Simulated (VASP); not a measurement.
# InAs (F-43m) in VASP: a series of runs

Runs on InAs. Level: PBEsol. Tasks: single point.

Program: VASP 6.6.1. These are calculated values, not measurements. Logs are shortened: lines on timing, memory, paths and dates and some standing lists are left out, and cuts for length are marked.

### Step 1. The cell of the first run

It takes space group F-43m (No. 216, cubic). The conventional cell has a = 5.651 Å, b = 5.651 Å, c = 5.651 Å, α = 90.00°, β = 90.00°, γ = 90.00°. Within 3.2 Å of In (site symmetry -43m) lie 4 As at 2.45 Å. Within 3.2 Å of As (site symmetry -43m) lie 4 In at 2.45 Å.

### Step 2. Single point, PBEsol (22.55 Å³/atom)

Contents of INCAR:

```
PREC = Accurate ; ENCUT = 520
EDIFF = 1E-6 ; ISMEAR = 0
SIGMA = 0.05 ; LREAL = F
LASPH = T ; NELM = 80
ALGO = Normal ; ISIF = 2
LWAVE = F ; LCHARG = T
GGA = PS ; LELF = T
LVHAR = T ; NBANDS = 16
```

Contents of KPOINTS:

```
regular mesh
0
Gamma
  14 14 14
```

Contents of POSCAR:

```
InAs
1.0
    0.0000000000      2.8252720276      2.8252720276
    2.8252720276      0.0000000000      2.8252720276
    2.8252720276      2.8252720276      0.0000000000
In As
1 1
Direct
    0.0000000000      0.0000000000      0.0000000000
    0.2500000000      0.2500000000      0.2500000000
```

Potentials or basis: VASP PAW PBE potentials, release 64 (In_d, As).

Started as:

```sh
$ cat potpaw_PBE.64/In_d/POTCAR potpaw_PBE.64/As/POTCAR > POTCAR
$ mpirun -np 1 vasp_std > vasp.out
```

OUTCAR:

```text
PREC = Accurate
   ENCUT = 520
   EDIFF = 1E-6
   ISMEAR = 0
   LREAL = F
   LASPH = T
   NELM = 80
   ISIF = 2
   GGA = PS

 ion  position               nearest neighbor table
   1  0.000  0.000  0.000-   2 2.45   2 2.45   2 2.45   2 2.45
   2  0.250  0.250  0.250-   1 2.45   1 2.45   1 2.45   1 2.45

  LATTYP: Found a face centered cubic cell.
 ALAT       =     5.6505440552

  Lattice vectors:

 A1 = (   0.0000000000,   2.8252720276,   2.8252720276)
 A2 = (   2.8252720276,   0.0000000000,   2.8252720276)
 A3 = (   2.8252720276,   2.8252720276,   0.0000000000)

Analysis of symmetry for initial positions (statically):
=====================================================================
 Subroutine PRICEL returns:
 Original cell was already a primitive cell.

 Routine SETGRP: Setting up the symmetry group for a
 face centered cubic supercell.

 Subroutine GETGRP returns: Found 24 space group operations
 (whereof 24 operations were pure point group operations)
 out of a pool of 48 trial point group operations.

The static configuration has the point symmetry T_d .

Analysis of symmetry for dynamics (positions and initial velocities):
=====================================================================
 Subroutine PRICEL returns:
 Original cell was already a primitive cell.

 Routine SETGRP: Setting up the symmetry group for a
 face centered cubic supercell.

 Subroutine GETGRP returns: Found 24 space group operations
 (whereof 24 operations were pure point group operations)
 out of a pool of 48 trial point group operations.

The dynamic configuration has the point symmetry T_d .

 Subroutine INISYM returns: Found 24 space group operations
 (whereof 24 operations are pure point group operations),
 and found     1 'primitive' translations

----------------------------------------------------------------------------------------

                                     Primitive cell

  volume of cell :      45.1036

  direct lattice vectors                    reciprocal lattice vectors
     0.000000000  2.825272028  2.825272028    -0.176974109  0.176974109  0.176974109
     2.825272028  0.000000000  2.825272028     0.176974109 -0.176974109  0.176974109
     2.825272028  2.825272028  0.000000000     0.176974109  0.176974109 -0.176974109

  length of vectors
     3.995538019  3.995538019  3.995538019     0.306528149  0.306528149  0.306528149

  position of ions in fractional coordinates (direct lattice)
     0.000000000  0.000000000  0.000000000
     0.250000000  0.250000000  0.250000000

[... 76 lines left out ...]
   EDIFF  = 0.1E-05   stopping-criterion for ELM
   LREAL  =      F    real-space projection
   EDIFFG = 0.1E-04   stopping-criterion for IOM
   NSW    =      0    number of steps for IOM
   IBRION =     -1    ionic relax: 0-MD 1-quasi-New 2-CG
   NFREE  =      0    steps in history (QN), initial steepest desc. (CG)
   ISIF   =      2    stress and relaxation
   ISYM   =      2    0-nonsym 1-usesym 2-fastsym
   POTIM  = 0.5000    time-step for ionic-motion
   TEBEG  =    0.0;   TEEND  =   0.0 temperature during run
   PSTRESS=    0.0 pullay stress
   NELECT =      18.0000    total number of electrons
   NUPDOWN=      -1.0000    fix difference up-down
   EMIN   =  10.00;   EMAX   =-10.00  energy-range for DOS
   EFERMI =   0.00;   METHOD = LEGACY
   ISMEAR =     0;   SIGMA  =   0.05  broadening in eV -4-tet -1-fermi 0-gaus
   EFERMI_NEDOS =   21; number of points for ismear=-14 and -15
   IALGO  =     38    algorithm
   IMIX   =      4    mixing-type and parameters
     AMIX     =   0.40;   BMIX     =  1.00
     AMIX_MAG =   1.60;   BMIX_MAG =  1.00
  volume/ion in A,a.u.               =      22.55       152.19
  Fermi-wavevector in a.u.,A,eV,Ry     =   1.205301  2.277688 19.765860  1.452750
  Thomas-Fermi vector in A             =   2.341001
   LORBIT       =      0    0 simple, 1 ext, 2 COOP (PROOUT), +10 PAW based schemes
   GGA     = PS    functional components
   LHFCALC =     F    Hartree Fock is set to
   AEXX    =    0.0000 exact exchange contribution
   IVDW    =     0    specifies the selected vdW correction
   LEPSILON=     F    determine dielectric tensor
   LRPA    =     F    only Hartree local field effects (RPA)
 non-spin polarized calculation
 Gauss-broadening in eV      SIGMA  =   0.05
  energy-cutoff  :      520.00
  volume of cell :       45.10
 maximum number of plane-waves:      1243
 NGX is ok and might be reduce to    30
   NGX = 15   NGY = 15   NGZ = 15

 number of electron      17.9999992 magnetization

 Free energy of the ion-electron system (eV)
  ---------------------------------------------------
  ext. energy  EPLUGINS =         0.00000000
  ---------------------------------------------------
  free energy    TOTEN  =        -7.87927488 eV

  energy without entropy =       -7.87927488  energy(sigma->0) =       -7.87927488

 E-fermi :   6.9942     XC(G=0): -10.2024

 val. band max:        6.7107245904   @ k =   0.0000   0.0000   0.0000
 cond. band min:       7.4492566245   @ k =   0.0000   0.0000   0.0000
 fundamental gap:      0.7385320341
 Fermi energy:         6.9942287868

 k-point     1 :       0.0000    0.0000    0.0000
  band No.  band energies     occupation
      1      -8.2415      2.00000
      2      -8.2415      2.00000
      3      -8.2415      2.00000
      4      -8.0005      2.00000
      5      -8.0005      2.00000
      6      -6.7334      2.00000
[... 433 lines left out ...]
      3      -8.1805      2.00000
      4      -8.0246      2.00000
      5      -7.9846      2.00000
      6      -5.6895      2.00000
[... 8 lines left out ...]
     15      16.8811      0.00000
     16      16.9422      0.00000

 [... further k-points ...]

------------------------ aborting loop because EDIFF is reached ----------------------------------------

  FORCE on cell =-STRESS in cart. coord.  units (eV):
  Direction    XX          YY          ZZ          XY          YZ          ZX
  --------------------------------------------------------------------------------------
  -------------------------------------------------------------------------------------
  Total        5.9625452      5.9625452      5.9625452      0.0000000      0.0000000      0.0000000
  in kB      211.8026849    211.8026849    211.8026849      0.0000000      0.0000000      0.0000000
  external PRESSURE =     211.8026849 kB  Pullay stress =       0.0000000 kB

 VOLUME and BASIS-vectors are now :
 -----------------------------------------------------------------------------
  energy-cutoff  :      520.00
  volume of cell :       45.10
      direct lattice vectors                 reciprocal lattice vectors
     0.000000000  2.825272028  2.825272028    -0.176974109  0.176974109  0.176974109
     2.825272028  0.000000000  2.825272028     0.176974109 -0.176974109  0.176974109
     2.825272028  2.825272028  0.000000000     0.176974109  0.176974109 -0.176974109

 POSITION                                       TOTAL-FORCE (eV/Angst)
 -----------------------------------------------------------------------------------
      0.00000      0.00000      0.00000         0.000000     -0.000000     -0.000000
      1.41264      1.41264      1.41264         0.000000      0.000000      0.000000
 -----------------------------------------------------------------------------------
    total drift:                                0.000000      0.000000     -0.000000

  FREE ENERGIE OF THE ION-ELECTRON SYSTEM (eV)
  ---------------------------------------------------
  free  energy   TOTEN  =        -7.8792748808 eV

  energy  without entropy=       -7.8792748808  energy(sigma->0) =       -7.87927488
```

stdout:

```text
POSCAR found type information on POSCAR InAs
 POSCAR found :  2 types and       2 ions
 scaLAPACK will be used
 -----------------------------------------------------------------------------
|                                                                             |
|                                                                             |
|     You enforced a specific xc type in the INCAR file but a different       |
|     I HOPE YOU KNOW WHAT YOU ARE DOING!                                     |
|                                                                             |
 -----------------------------------------------------------------------------

 LDA part: xc-table for (Slater+PW92), standard interpolation
 POSCAR, INCAR and KPOINTS ok, starting setup
 FFT: planning ... GRIDC
 FFT: planning ... GRID_SOFT
 FFT: planning ... GRID
 WAVECAR not read
 entering main loop
```

Wall time 2.1 min (1 thread of Intel Xeon 8259CL, shared host); peak memory 0.22 GiB.

What came out:

| Item | Value |
| --- | --- |
| Free energy | -7.8793 eV |
| Pressure | 21.2 GPa |
| Band gap on the k mesh | 0.74 eV |

Caveat: the cell stands under pressure; the PAW data sets were made with another functional, which shifts forces and pressure a little; spin-orbit coupling is left out, which moves the levels of the heavy elements.

### Step 3. Single point, PBEsol (23.68 Å³/atom)

This run uses another cell than the first one, of 23.68 Å³/atom.

Contents of INCAR:

```
SYSTEM = InAs
PREC     = Accurate       ! precision mode
ENCUT    = 520            ! plane-wave cutoff, eV
EDIFF    = 1E-6           ! SCF threshold, eV
ISMEAR   = 0              ! smearing method
SIGMA    = 0.05           ! smearing width, eV
LREAL    = .FALSE.        ! projectors in reciprocal space
LASPH    = .TRUE.         ! aspherical terms in the spheres
NELM     = 100            ! most SCF steps
ALGO     = Normal         ! electronic algorithm
ISIF     = 2              ! what is computed and relaxed
LWAVE    = .FALSE.        ! write WAVECAR
LCHARG   = .FALSE.        ! write CHGCAR
GGA      = PS             ! functional
NBANDS   = 16             ! bands
```

Contents of KPOINTS:

```
Automatic mesh
0
G
  14 14 14
  0 0 0
```

Contents of POSCAR:

```
InAs
1.0
    0.0000000000      2.8715961958      2.8715961958
    2.8715961958      0.0000000000      2.8715961958
    2.8715961958      2.8715961958      0.0000000000
In As
1 1
Direct
    0.0000000000      0.0000000000      0.0000000000
    0.2500000000      0.2500000000      0.2500000000
```

Potentials or basis: VASP PAW PBE potentials, release 64 (In_d, As).

Started as:

```sh
$ cat potpaw_PBE.64/In_d/POTCAR potpaw_PBE.64/As/POTCAR > POTCAR
$ mpirun -np 1 vasp_std > vasp.out
```

Run time: 2 min. Hardware: 1 thread of Intel Xeon 8259CL, shared host; peak memory 0.23 GiB.

The run converged. Its results:

```
Free energy            : -8.1317 eV
Pressure               : 14.8 GPa
Band gap on the k mesh : 0.50 eV
```

Levels at points of the mesh, in eV from the valence-band top:
```
           k point  band 7  band 8  band 9  band 10  band 11  band 12
(0.00, 0.00, 0.00)    0.00    0.00    0.00     0.50     3.88     3.88
(0.50, 0.00, 0.00)   -6.72   -1.26   -1.26     1.21     4.67     4.67
(0.50, 0.50, 0.00)   -6.63   -2.93   -2.93     1.14     1.93    10.15
```

Caveat: the cell stands under pressure; the PAW data sets were made with another functional, which shifts forces and pressure a little; spin-orbit coupling is left out, which moves the levels of the heavy elements.

### Step 4. Single point, PBEsol (25.93 Å³/atom)

This run uses another cell than the first one, of 25.93 Å³/atom.

Contents of INCAR:

```
  PREC = Accurate
  ENCUT = 520
  EDIFF = 1E-6
  ISMEAR = 0
  SIGMA = 0.05
  LREAL = False
  LASPH = True
  NELM = 80
  ALGO = Normal
  ISIF = 2
  LWAVE = False
  LCHARG = True
  GGA = PS
  LELF = True
  LVHAR = True
  NBANDS = 16
```

Contents of KPOINTS:

```
regular mesh
0
Gamma
  14 14 14
```

Contents of POSCAR:

```
InAs
1.0
    0.0000000000      2.9600079882      2.9600079882
    2.9600079882      0.0000000000      2.9600079882
    2.9600079882      2.9600079882      0.0000000000
In As
1 1
Direct
    0.0000000000      0.0000000000      0.0000000000
    0.2500000000      0.2500000000      0.2500000000
```

Potentials or basis: VASP PAW PBE potentials, release 64 (In_d, As).

Started as:

```sh
$ cat potpaw_PBE.64/In_d/POTCAR potpaw_PBE.64/As/POTCAR > POTCAR
$ mpirun -np 1 vasp_std > vasp.out
```

OUTCAR:

```text
PREC = Accurate
   ENCUT = 520
   EDIFF = 1E-6
   ISMEAR = 0
   LREAL = False
   LASPH = True
   NELM = 80
   ISIF = 2
   GGA = PS

 ion  position               nearest neighbor table
   1  0.000  0.000  0.000-   2 2.56   2 2.56   2 2.56   2 2.56
   2  0.250  0.250  0.250-   1 2.56   1 2.56   1 2.56   1 2.56

  LATTYP: Found a face centered cubic cell.
 ALAT       =     5.9200159764

  Lattice vectors:

 A1 = (   0.0000000000,   2.9600079882,   2.9600079882)
 A2 = (   2.9600079882,   0.0000000000,   2.9600079882)
 A3 = (   2.9600079882,   2.9600079882,   0.0000000000)

Analysis of symmetry for initial positions (statically):
=====================================================================
 Subroutine PRICEL returns:
 Original cell was already a primitive cell.

 Routine SETGRP: Setting up the symmetry group for a
 face centered cubic supercell.

 Subroutine GETGRP returns: Found 24 space group operations
 (whereof 24 operations were pure point group operations)
 out of a pool of 48 trial point group operations.

The static configuration has the point symmetry T_d .

Analysis of symmetry for dynamics (positions and initial velocities):
=====================================================================
 Subroutine PRICEL returns:
 Original cell was already a primitive cell.

 Routine SETGRP: Setting up the symmetry group for a
 face centered cubic supercell.

 Subroutine GETGRP returns: Found 24 space group operations
 (whereof 24 operations were pure point group operations)
 out of a pool of 48 trial point group operations.

The dynamic configuration has the point symmetry T_d .

 Subroutine INISYM returns: Found 24 space group operations
 (whereof 24 operations are pure point group operations),
 and found     1 'primitive' translations

----------------------------------------------------------------------------------------

                                     Primitive cell
[... 109 lines left out ...]
   IMIX   =      4    mixing-type and parameters
     AMIX     =   0.40;   BMIX     =  1.00
     AMIX_MAG =   1.60;   BMIX_MAG =  1.00
  volume/ion in A,a.u.               =      25.93       175.01
  Fermi-wavevector in a.u.,A,eV,Ry     =   1.150437  2.174010 18.007378  1.323505
  Thomas-Fermi vector in A             =   2.287101
   LORBIT       =      0    0 simple, 1 ext, 2 COOP (PROOUT), +10 PAW based schemes
   GGA     = PS    functional components
   LHFCALC =     F    Hartree Fock is set to
   AEXX    =    0.0000 exact exchange contribution
   IVDW    =     0    specifies the selected vdW correction
   LEPSILON=     F    determine dielectric tensor
   LRPA    =     F    only Hartree local field effects (RPA)
 non-spin polarized calculation
 Gauss-broadening in eV      SIGMA  =   0.05
  energy-cutoff  :      520.00
  volume of cell :       51.87
 maximum number of plane-waves:      1416
   NGX = 15   NGY = 15   NGZ = 15

 number of electron      18.0000008 magnetization

 Free energy of the ion-electron system (eV)
  ---------------------------------------------------
  ext. energy  EPLUGINS =         0.00000000
  ---------------------------------------------------
  free energy    TOTEN  =        -8.41315940 eV

  energy without entropy =       -8.41312997  energy(sigma->0) =       -8.41314469

 E-fermi :   5.0802     XC(G=0):  -9.5650

 val. band max:        5.0433108028   @ k =   0.0000   0.0000   0.0000
 cond. band min:       5.0838448581   @ k =   0.0000   0.0000   0.0000
 fundamental gap:      0.0405340554
 Fermi energy:         5.0802228215

 k-point     1 :       0.0000    0.0000    0.0000
  band No.  band energies     occupation
      1      -9.4403      2.00000
      2      -9.4403      2.00000
      3      -9.4403      2.00000
      4      -9.2830      2.00000
      5      -9.2830      2.00000
      6      -7.2834      2.00000
[... 433 lines left out ...]
      3      -9.4017      2.00000
      4      -9.2962      2.00000
      5      -9.2727      2.00000
      6      -6.4668      2.00000
[... 8 lines left out ...]
     15      14.9086      0.00000
     16      14.9169      0.00000

 [... further k-points ...]

------------------------ aborting loop because EDIFF is reached ----------------------------------------

  FORCE on cell =-STRESS in cart. coord.  units (eV):
  Direction    XX          YY          ZZ          XY          YZ          ZX
  --------------------------------------------------------------------------------------
  -------------------------------------------------------------------------------------
  Total        1.8696489      1.8696489      1.8696489      0.0000000      0.0000000      0.0000000
  in kB       57.7513299     57.7513299     57.7513299      0.0000000      0.0000000      0.0000000
  external PRESSURE =      57.7513299 kB  Pullay stress =       0.0000000 kB

 VOLUME and BASIS-vectors are now :
 -----------------------------------------------------------------------------
  energy-cutoff  :      520.00
  volume of cell :       51.87
      direct lattice vectors                 reciprocal lattice vectors
     0.000000000  2.960007988  2.960007988    -0.168918463  0.168918463  0.168918463
     2.960007988  0.000000000  2.960007988     0.168918463 -0.168918463  0.168918463
     2.960007988  2.960007988  0.000000000     0.168918463  0.168918463 -0.168918463

 POSITION                                       TOTAL-FORCE (eV/Angst)
 -----------------------------------------------------------------------------------
      0.00000      0.00000      0.00000         0.000000      0.000000      0.000000
      1.48000      1.48000      1.48000        -0.000000     -0.000000     -0.000000
 -----------------------------------------------------------------------------------
    total drift:                               -0.000000     -0.000000      0.000000

  FREE ENERGIE OF THE ION-ELECTRON SYSTEM (eV)
  ---------------------------------------------------
  free  energy   TOTEN  =        -8.4131594008 eV

  energy  without entropy=       -8.4131299693  energy(sigma->0) =       -8.41314469
```

It took 99 s on 1 thread of Intel Xeon 8259CL, shared host; peak memory 0.24 GiB.

Results:

```
Free energy            : -8.4132 eV
Pressure               : 5.8 GPa
Band gap on the k mesh : 0.04 eV
```

Levels at points of the mesh, in eV from the valence-band top:
```
           k point  band 7  band 8  band 9  band 10  band 11  band 12
(0.00, 0.00, 0.00)    0.00    0.00    0.00     0.04     3.88     3.88
(0.50, 0.00, 0.00)   -6.16   -1.10   -1.10     1.01     4.65     4.65
(0.50, 0.50, 0.00)   -6.17   -2.57   -2.57     1.33     1.97     9.50
```

Caveat: the cell stands under pressure; the PAW data sets were made with another functional, which shifts forces and pressure a little; spin-orbit coupling is left out, which moves the levels of the heavy elements.

### Step 5. The runs side by side

```tsv
cell	gap on the mesh (eV)	pressure (GPa)
a = 3.996 Å, angles 60.0°, 2 atoms	0.74	21.2
a = 4.061 Å, angles 60.0°, 2 atoms	0.50	14.8
a = 4.186 Å, angles 60.0°, 2 atoms	0.04	5.8
```

Alike in all rows: task single point; level PBEsol; potentials or basis VASP PAW PBE potentials, release 64 (In_d, As); no spin polarisation; k mesh 14 × 14 × 14; cutoff (eV) 520; smearing gaussian 0.05 eV.

Caveats: the cell stands under pressure; the PAW data sets were made with another functional, which shifts forces and pressure a little; spin-orbit coupling is left out, which moves the levels of the heavy elements.

Absolute energies hang on the potentials; compare differences alone.
